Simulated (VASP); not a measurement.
# MgCd2S3 (I-4m2) in VASP: notebook, part 3 of 3

VASP 6.6.1. The steps go on from the part before.

## (5) Single point, PBE (27.50 Å³/atom)

This run uses another cell than the first one, of 27.50 Å³/atom.

File INCAR:

```
SYSTEM = MgCd2S3
PREC     = Accurate       ! precision mode
ENCUT    = 520            ! plane-wave cutoff, eV
EDIFF    = 1E-6           ! SCF threshold, eV
ISMEAR   = 0              ! smearing method
SIGMA    = 0.02           ! smearing width, eV
LREAL    = .False.        ! projectors in reciprocal space
LASPH    = .True.         ! aspherical terms in the spheres
NELM     = 80             ! most SCF steps
ALGO     = Normal         ! electronic algorithm
ISIF     = 2              ! what is computed and relaxed
LWAVE    = .False.        ! write WAVECAR
LCHARG   = .False.        ! write CHGCAR
GGA      = PE             ! functional
NBANDS   = 31             ! bands
```

File KPOINTS:

```
Automatic mesh
0
Gamma
  10 10 10
  0 0 0
```

File POSCAR:

```
MgCd2S3
1.0
   -2.1367812315      2.1367812315      9.0345604804
    2.1367812315     -2.1367812315      9.0345604804
    2.1367812315      2.1367812315     -9.0345604804
Mg Cd S
1 2 3
Direct
    0.0000000000      0.0000000000      0.0000000000
    0.3357662073      0.3357662073      0.0000000000
    0.6642337927      0.6642337927      0.0000000000
    0.2500000000      0.7500000000      0.5000000000
    0.5780980263      0.0780980263      0.5000000000
    0.9219019737      0.4219019737      0.5000000000
```

Potentials or basis: VASP PAW PBE potentials, release 64 (Mg, Cd, S).

The run is started by

```sh
$ cat potpaw_PBE.64/Mg/POTCAR potpaw_PBE.64/Cd/POTCAR potpaw_PBE.64/S/POTCAR > POTCAR
$ mpirun -np 1 vasp_std > vasp.out
```

OUTCAR:

```text
SYSTEM = MgCd2S3
   PREC = Accurate
   ENCUT = 520
   EDIFF = 1E-6
   ISMEAR = 0
   LREAL = .False.
   LASPH = .True.
   NELM = 80
   ISIF = 2
   GGA = PE

 ion  position               nearest neighbor table
   1  0.000  0.000  0.000-   5 2.56   6 2.56   5 2.56   6 2.56
   2  0.336  0.336  0.000-   4 2.64   4 2.64   6 2.64   6 2.64
   3  0.664  0.664  0.000-   4 2.64   4 2.64   5 2.64   5 2.64
   4  0.250  0.750  0.500-   3 2.64   2 2.64   2 2.64   3 2.64
   5  0.578  0.078  0.500-   1 2.56   1 2.56   3 2.64   3 2.64
   6  0.922  0.422  0.500-   1 2.56   1 2.56   2 2.64   2 2.64

  LATTYP: Found a body centered tetragonal cell.
 ALAT       =     4.2735624630
 C/A-ratio  =     4.2281167333

  Lattice vectors:

 A1 = (  -2.1367812315,   2.1367812315,   9.0345604804)
 A2 = (   2.1367812315,  -2.1367812315,   9.0345604804)
 A3 = (   2.1367812315,   2.1367812315,  -9.0345604804)

Analysis of symmetry for initial positions (statically):
=====================================================================
 Subroutine PRICEL returns:
 Original cell was already a primitive cell.

 Routine SETGRP: Setting up the symmetry group for a
 body centered tetragonal supercell.

 Subroutine GETGRP returns: Found  8 space group operations
 (whereof  8 operations were pure point group operations)
 out of a pool of 16 trial point group operations.

The static configuration has the point symmetry D_2d.

Analysis of symmetry for dynamics (positions and initial velocities):
=====================================================================
 Subroutine PRICEL returns:
 Original cell was already a primitive cell.

 Routine SETGRP: Setting up the symmetry group for a
 body centered tetragonal supercell.

 Subroutine GETGRP returns: Found  8 space group operations
 (whereof  8 operations were pure point group operations)
 out of a pool of 16 trial point group operations.

The dynamic configuration has the point symmetry D_2d.

 Subroutine INISYM returns: Found  8 space group operations
 (whereof  8 operations are pure point group operations),
 and found     1 'primitive' translations

----------------------------------------------------------------------------------------

                                     Primitive cell

  volume of cell :     165.0012

  direct lattice vectors                    reciprocal lattice vectors
    -2.136781232  2.136781232  9.034560480     0.000000000  0.233996814  0.055343035
     2.136781232 -2.136781232  9.034560480     0.233996814  0.000000000  0.055343035
     2.136781232  2.136781232 -9.034560480     0.233996814  0.233996814  0.000000000

  length of vectors
     9.526539305  9.526539305  9.526539305     0.240452408  0.240452408  0.330921468

  position of ions in fractional coordinates (direct lattice)
     0.000000000  0.000000000  0.000000000
     0.335766207  0.335766207  0.000000000
     0.664233793  0.664233793  0.000000000
     0.250000000  0.750000000  0.500000000
     0.578098026  0.078098026  0.500000000
     0.921901974  0.421901974  0.500000000

  ion indices of the primitive-cell ions
   primitive index   ion index
                 1           1
                 2           2
                 3           3
                 4           4
[... 22 lines left out ...]
     0.000000000  0.000000000  0.000000000

 Subroutine IBZKPT returns following result:
 ===========================================

 Found    102 irreducible k-points:

 Following reciprocal coordinates:
            Coordinates               Weight
  0.000000  0.000000  0.000000      1.000000
  0.100000  0.000000 -0.000000      8.000000
  0.200000  0.000000 -0.000000      8.000000
  0.300000  0.000000 -0.000000      8.000000
  0.400000  0.000000  0.000000      8.000000
  0.500000  0.000000 -0.000000      4.000000
[... 16 lines left out ...]
  0.300000  0.300000 -0.000000      8.000000
  0.400000  0.300000 -0.000000     16.000000
 [... further k-points ...]
   k-points           NKPTS =    102   k-points in BZ     NKDIM =    102   number of bands    NBANDS=     31
   number of dos      NEDOS =    301   number of ions     NIONS =      6
   total plane-waves  NPLWV = 373248
   dimension x,y,z NGX =    72 NGY =   72 NGZ =   72
   dimension x,y,z NGXF=   144 NGYF=  144 NGZF=  144
   ions per type =               1   2   3
   NGX,Y,Z   is equivalent  to a cutoff of  12.56, 12.56, 12.56 a.u.
   NGXF,Y,Z  is equivalent  to a cutoff of  25.13, 25.13, 25.13 a.u.
 SYSTEM =  MgCd2S3
   PREC   = accura    normal or accurate (medium, high low for compatibility)
   ISTART =      0    job   : 0-new  1-cont  2-samecut
   ICHARG =      2    charge: 1-file 2-atom 10-const
   ISPIN  =      1    spin polarized calculation?
   LNONCOLLINEAR =      F non collinear calculations
   LSORBIT =      F    spin-orbit coupling
   LASPH  =      T    aspherical Exc in radial PAW
   ENCUT  =  520.0 eV  38.22 Ry    6.18 a.u.  17.71 17.71 17.71*2*pi/ulx,y,z
   NELM   =     80;   NELMIN=  2; NELMDL= -5     # of ELM steps
   EDIFF  = 0.1E-05   stopping-criterion for ELM
   LREAL  =      F    real-space projection
   EDIFFG = 0.1E-04   stopping-criterion for IOM
   NSW    =      0    number of steps for IOM
   IBRION =     -1    ionic relax: 0-MD 1-quasi-New 2-CG
   NFREE  =      0    steps in history (QN), initial steepest desc. (CG)
   ISIF   =      2    stress and relaxation
   ISYM   =      2    0-nonsym 1-usesym 2-fastsym
   POTIM  = 0.5000    time-step for ionic-motion
   TEBEG  =    0.0;   TEEND  =   0.0 temperature during run
   PSTRESS=    0.0 pullay stress
   NELECT =      44.0000    total number of electrons
   NUPDOWN=      -1.0000    fix difference up-down
   EMIN   =  10.00;   EMAX   =-10.00  energy-range for DOS
   EFERMI =   0.00;   METHOD = LEGACY
   ISMEAR =     0;   SIGMA  =   0.02  broadening in eV -4-tet -1-fermi 0-gaus
   EFERMI_NEDOS =   21; number of points for ismear=-14 and -15
   IALGO  =     38    algorithm
   IMIX   =      4    mixing-type and parameters
     AMIX     =   0.40;   BMIX     =  1.00
     AMIX_MAG =   1.60;   BMIX_MAG =  1.00
  volume/ion in A,a.u.               =      27.50       185.58
  Fermi-wavevector in a.u.,A,eV,Ry     =   1.053732  1.991264 15.107233  1.110350
  Thomas-Fermi vector in A             =   2.188865
   LORBIT       =      0    0 simple, 1 ext, 2 COOP (PROOUT), +10 PAW based schemes
   GGA     = PE    functional components
   LHFCALC =     F    Hartree Fock is set to
   AEXX    =    0.0000 exact exchange contribution
   IVDW    =     0    specifies the selected vdW correction
   LEPSILON=     F    determine dielectric tensor
   LRPA    =     F    only Hartree local field effects (RPA)
 non-spin polarized calculation
 Gauss-broadening in eV      SIGMA  =   0.02
  energy-cutoff  :      520.00
  volume of cell :      165.00
 maximum number of plane-waves:      4484
   NGX = 35   NGY = 35   NGZ = 35

 number of electron      44.0000000 magnetization

 Free energy of the ion-electron system (eV)
  ---------------------------------------------------
  ext. energy  EPLUGINS =         0.00000000
  ---------------------------------------------------
  free energy    TOTEN  =       -20.55808949 eV

  energy without entropy =      -20.55808949  energy(sigma->0) =      -20.55808949

 E-fermi :   0.4396     XC(G=0):  -8.3443

 val. band max:        0.3233945963   @ k =   0.0000   0.0000   0.0000
 cond. band min:       1.7161316549   @ k =   0.0000   0.0000   0.0000
 fundamental gap:      1.3927370587
 Fermi energy:         0.4396150884

 k-point     1 :       0.0000    0.0000    0.0000
  band No.  band energies     occupation
      1     -11.1198      2.00000
      2     -10.8280      2.00000
      3     -10.6433      2.00000
      4      -6.8221      2.00000
      5      -6.8221      2.00000
      6      -6.7795      2.00000
[... 805 lines left out ...]
     30       7.7047      0.00000
     31       8.1566      0.00000

 [... further k-points ...]
[... 5 lines left out ...]
  --------------------------------------------------------------------------------------
  -------------------------------------------------------------------------------------
  Total       -4.2025937     -4.2025937     -4.1740414      0.0000000      0.0000000      0.0000000
  in kB      -40.8075803    -40.8075803    -40.5303349      0.0000000      0.0000000      0.0000000
  external PRESSURE =     -40.7151652 kB  Pullay stress =       0.0000000 kB

 VOLUME and BASIS-vectors are now :
 -----------------------------------------------------------------------------
  energy-cutoff  :      520.00
  volume of cell :      165.00
      direct lattice vectors                 reciprocal lattice vectors
    -2.136781232  2.136781232  9.034560480     0.000000000  0.233996814  0.055343035
     2.136781232 -2.136781232  9.034560480     0.233996814  0.000000000  0.055343035
     2.136781232  2.136781232 -9.034560480     0.233996814  0.233996814  0.000000000

 POSITION                                       TOTAL-FORCE (eV/Angst)
 -----------------------------------------------------------------------------------
      0.00000      0.00000      0.00000         0.000000      0.000000     -0.000000
      0.00000      0.00000      6.06700         0.000000     -0.000000      0.003063
      0.00000      0.00000     12.00212         0.000000     -0.000000     -0.003063
      2.13678      0.00000      4.51728         0.000000      0.000000     -0.000000
      0.00000      2.13678      1.41116         0.000000      0.000000     -0.035667
      0.00000      2.13678      7.62340        -0.000000     -0.000000      0.035667
 -----------------------------------------------------------------------------------
    total drift:                               -0.000001      0.000001      0.000000

  FREE ENERGIE OF THE ION-ELECTRON SYSTEM (eV)
  ---------------------------------------------------
  free  energy   TOTEN  =       -20.5580894880 eV

  energy  without entropy=      -20.5580894880  energy(sigma->0) =      -20.55808949
```

Run time: 16 min. Hardware: 1 thread of AMD EPYC 9R45 (Zen 5), shared host; peak memory 0.98 GiB.

Results:

| Property | Result |
| --- | --- |
| Free energy | -20.5581 eV |
| Pressure | -4.1 GPa |
| Largest force | 0.036 eV/Å |
| Band gap on the k mesh | 1.39 eV |

Forces in eV/Å, atoms in the order of the input:
```
Mg   0.000  0.000  0.000
Cd   0.000  0.000  0.003
Cd   0.000  0.000 -0.003
S    0.000  0.000  0.000
S    0.000  0.000 -0.036
S    0.000  0.000  0.036
```

Caveat: the cell stands under tension.

## (6) Single point, PBE (23.50 Å³/atom)

This run uses another cell than the first one, of 23.50 Å³/atom.

File INCAR:

```
SYSTEM = MgCd2S3
PREC     = Accurate       ! precision mode
ENCUT    = 520            ! plane-wave cutoff, eV
EDIFF    = 1E-6           ! SCF threshold, eV
ISMEAR   = 0              ! smearing method
SIGMA    = 0.02           ! smearing width, eV
LREAL    = .FALSE.        ! projectors in reciprocal space
LASPH    = .TRUE.         ! aspherical terms in the spheres
NELM     = 60             ! most SCF steps
ALGO     = Normal         ! electronic algorithm
ISIF     = 2              ! what is computed and relaxed
LWAVE    = .FALSE.        ! write WAVECAR
LCHARG   = .FALSE.        ! write CHGCAR
GGA      = PE             ! functional
NBANDS   = 31             ! bands
```

File KPOINTS:

```
Automatic mesh
0
G
  10 10 10
  0 0 0
```

File POSCAR:

```
MgCd2S3
1.0
   -2.0301518463      2.0301518463      8.5527400806
    2.0301518463     -2.0301518463      8.5527400806
    2.0301518463      2.0301518463     -8.5527400806
Mg Cd S
1 2 3
Direct
    0.0000000000      0.0000000000      0.0000000000
    0.3363664885      0.3363664885      0.0000000000
    0.6636335115      0.6636335115      0.0000000000
    0.2500000000      0.7500000000      0.5000000000
    0.5770614909      0.0770614909      0.5000000000
    0.9229385091      0.4229385091      0.5000000000
```

Potentials or basis: VASP PAW PBE potentials, release 64 (Mg, Cd, S).

The run is started by

```sh
$ cat potpaw_PBE.64/Mg/POTCAR potpaw_PBE.64/Cd/POTCAR potpaw_PBE.64/S/POTCAR > POTCAR
$ mpirun -np 1 vasp_std > vasp.out
```

Wall time 45 min (1 thread of Intel Xeon 8259CL, shared host); peak memory 0.94 GiB.

The run converged. Its results:

```
Free energy            : -20.6446 eV
Pressure               : 4.0 GPa
Largest force          : 0.056 eV/Å
Band gap on the k mesh : 1.84 eV
```

Forces on the atoms (eV/Å):
```
Mg   0.000  0.000  0.000
Cd   0.000  0.000  0.001
Cd   0.000  0.000 -0.001
S    0.000  0.000  0.000
S    0.000  0.000 -0.056
S    0.000  0.000  0.056
```

Levels at points of the mesh, in eV from the valence-band top:
| k point | band 19 | band 20 | band 21 | band 22 | band 23 | band 24 | band 25 | band 26 |
| --- | --- | --- | --- | --- | --- | --- | --- | --- |
| (0.00, 0.00, 0.00) | -1.22 | -0.11 | 0.00 | 0.00 | 1.84 | 4.15 | 4.18 | 4.83 |
| (0.50, 0.00, 0.00) | -1.09 | -0.66 | -0.61 | -0.50 | 3.49 | 4.28 | 5.15 | 6.21 |
| (0.50, 0.50, 0.00) | -1.97 | -1.95 | -1.71 | -1.68 | 3.56 | 4.43 | 4.72 | 4.89 |
| (0.50, 0.50, 0.50) | -0.76 | -0.76 | -0.29 | -0.29 | 3.06 | 3.60 | 3.78 | 4.80 |

Caveat: the cell stands under pressure. A k mesh can miss the band edges.

## (7) Single point, PBE (24.25 Å³/atom)

This run uses another cell than the first one, of 24.25 Å³/atom.

File INCAR:

```
SYSTEM = MgCd2S3
  PREC = Accurate
  ENCUT = 520
  EDIFF = 1E-7
  ISMEAR = 0
  SIGMA = 0.02
  LREAL = .FALSE.
  LASPH = .TRUE.
  NELM = 80
  ALGO = Normal
  ISIF = 2
  LWAVE = .FALSE.
  LCHARG = .FALSE.
  GGA = PE
  NBANDS = 31
```

KPOINTS is that of step 6.

File POSCAR:

```
MgCd2S3
1.0
   -2.0506683703      2.0506683703      8.6499845889
    2.0506683703     -2.0506683703      8.6499845889
    2.0506683703      2.0506683703     -8.6499845889
Mg Cd S
1 2 3
Direct
    0.0000000000      0.0000000000      0.0000000000
    0.3362374148      0.3362374148      0.0000000000
    0.6637625852      0.6637625852      0.0000000000
    0.2500000000      0.7500000000      0.5000000000
    0.5772885588      0.0772885588      0.5000000000
    0.9227114412      0.4227114412      0.5000000000
```

The run is started by

```sh
$ cat potpaw_PBE.64/Mg/POTCAR potpaw_PBE.64/Cd/POTCAR potpaw_PBE.64/S/POTCAR > POTCAR
$ mpirun -np 1 vasp_std > vasp.out
```

Wall time 47 min (1 thread of Intel Xeon 8259CL, shared host); peak memory 0.93 GiB.

Results (log left out):

* Free energy: -20.7282 eV
* Pressure: 1.9 GPa
* Largest force: 0.050 eV/Å
* Band gap on the k mesh: 1.75 eV

Forces on the atoms (eV/Å):
```
Mg   0.000  0.000  0.000
Cd   0.000  0.000  0.001
Cd   0.000  0.000 -0.001
S    0.000  0.000  0.000
S    0.000  0.000 -0.050
S    0.000  0.000  0.050
```

Levels at points of the mesh, in eV from the valence-band top:
```
           k point  band 18  band 19  band 20  band 21  band 22  band 23  band 24  band 25  band 26  band 27
(0.00, 0.00, 0.00)    -1.15    -1.15    -0.10     0.00     0.00     1.75     4.17     4.19     4.75     5.11
(0.50, 0.00, 0.00)    -1.39    -1.03    -0.63    -0.57    -0.48     3.42     4.18     5.07     6.20     6.52
(0.50, 0.50, 0.00)    -1.92    -1.87    -1.86    -1.62    -1.60     3.61     4.38     4.74     4.89     5.27
(0.50, 0.50, 0.50)    -1.02    -0.71    -0.71    -0.27    -0.27     2.98     3.50     3.79     4.78     5.95
```

A k mesh can miss the band edges.

## (8) The runs side by side

| cell | gap on the mesh (eV) | pressure (GPa) | largest force (eV/Å) |
| --- | --- | --- | --- |
| a = 9.221 Å, angles 154.0, 154.0, 37.0°, 6 atoms | 1.66 | 0.2 | 0.04 |
| a = 9.313 Å, angles 154.0, 154.0, 37.0°, 6 atoms | 1.58 | -1.4 | 0.04 |
| a = 9.405 Å, angles 154.1, 154.1, 37.0°, 6 atoms | 1.50 | -2.6 | 0.04 |
| a = 9.527 Å, angles 154.1, 154.1, 37.0°, 6 atoms | 1.39 | -4.1 | 0.04 |
| a = 9.022 Å, angles 154.0, 154.0, 37.1°, 6 atoms | 1.84 | 4.0 | 0.06 |
| a = 9.123 Å, angles 154.0, 154.0, 37.1°, 6 atoms | 1.75 | 1.9 | 0.05 |

Alike in all rows: task single point; level PBE; potentials or basis VASP PAW PBE potentials, release 64 (Mg, Cd, S); no spin polarisation; k mesh 10 × 10 × 10; cutoff (eV) 520; smearing gaussian 0.02 eV.

Caveats: the cell stands under tension (at least some runs); the cell stands under pressure (at least some runs).

Absolute energies hang on the potentials; compare differences alone.
